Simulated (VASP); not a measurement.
Write the native input for VASP 6.6.1 that does the following.

- Task: single point
- Functional: PBE
- Potentials or basis: VASP PAW PBE potentials, release 64 (Mo_sv, S)
- Cutoff: 520 eV
- k mesh: 4 × 4 × 4
- Occupations: gaussian, width 0.01 eV
- Spin: no spin polarisation
- Dipole correction: no
- Further INCAR settings: ALGO = Normal; EDIFF = 1e-07; NBANDS = 20

The structure of MoS2 lies in POSCAR:

```
MoS2
1.0
    1.6136214383      0.9316247718      6.2954976016
   -1.6136214383      0.9316247718      6.2954976016
    0.0000000000     -1.8632495435      6.2954976016
Mo S
1 2
Direct
   -0.0000146006     -0.0000146006     -0.0000146006
    0.4170015125      0.4170015125      0.4170015125
    0.2496797548      0.2496797548      0.2496797548
```

This cell differs from its parent crystal: volume changed by +5%.

One way to write it, as run:

INCAR

```
SYSTEM = MoS2
PREC = Accurate
ENCUT = 520
EDIFF = 1E-7
ISMEAR = 0
SIGMA = 0.01
LREAL = .False.
LASPH = .True.
NELM = 80
ALGO = Normal
ISIF = 2
LWAVE = .False.
LCHARG = .True.
GGA = PE
LELF = .True.
LVHAR = .True.
NBANDS = 20
```

KPOINTS

```
Automatic mesh
0
Gamma
  4 4 4
  0 0 0
```

Potentials or basis: VASP PAW PBE potentials, release 64 (Mo_sv, S).

Run with:

```bash
$ cat potpaw_PBE.64/Mo_sv/POTCAR potpaw_PBE.64/S/POTCAR > POTCAR
$ mpirun -np 1 vasp_std > vasp.out
```

Results of the run:

```json
{
  "Pressure": "-4.7 GPa",
  "Largest force": "0.662 eV/Å",
  "Band gap on the k mesh": "1.23 eV, indirect (least direct gap 2.05 eV)"
}
```

Caveat: the k points lie up to 0.57 Å⁻¹ apart.

Run time: 57 s on 1 thread of Intel(R) Xeon(R) Platinum 8259CL CPU @ 2.50GHz (Skylake/Cascade Lake), with other jobs on the host, peak memory 0.32 GiB.
